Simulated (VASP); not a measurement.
Input of a VASP 6.6.1 run:

File INCAR:

```
SYSTEM = Si
PREC = Accurate
ENCUT = 520
EDIFF = 1E-6
ISMEAR = 0
SIGMA = 0.05
LREAL = .False.
LASPH = .True.
NELM = 60
ALGO = Normal
ISIF = 2
LWAVE = .False.
LCHARG = .False.
GGA = CA
NBANDS = 11
```

Contents of KPOINTS:

```
Automatic mesh
0
Gamma
  12 12 12
  0 0 0
```

File POSCAR:

```
Si
1.0
    0.0000000000      2.6650506376      2.7009735863
    2.6650506376      0.0000000000      2.7009735863
    2.6650506376      2.6650506376      0.0000000000
Si
2
Direct
    0.5088856848      0.4911143152      0.4911143152
    0.7411143152      0.7588856848      0.7588856848
```

Potentials or basis: VASP PAW LDA potentials, release 64 (Si).

Run with:

```console
$ cat potpaw_LDA.64/Si/POTCAR > POTCAR
$ mpirun -np 1 vasp_std > vasp.out
```

Problem. Estimate the band gap on the k mesh.

Solution. Zero (band 4 reaches 6.66 eV, above the bottom of band 5 at 6.47 eV).

Problem. Estimate the pressure.

Solution. 3.1 GPa.

Problem. Predict the largest force.

Solution. 1.323 eV/Å.

Stress tensor (GPa, compression positive):
```
 3.06  0.00  0.00
 0.00  3.79 -4.53
 0.00 -4.53  2.50
```

Caveat: forces of over 1 eV/Å act on the atoms, so gaps and moduli don't describe the material at rest.
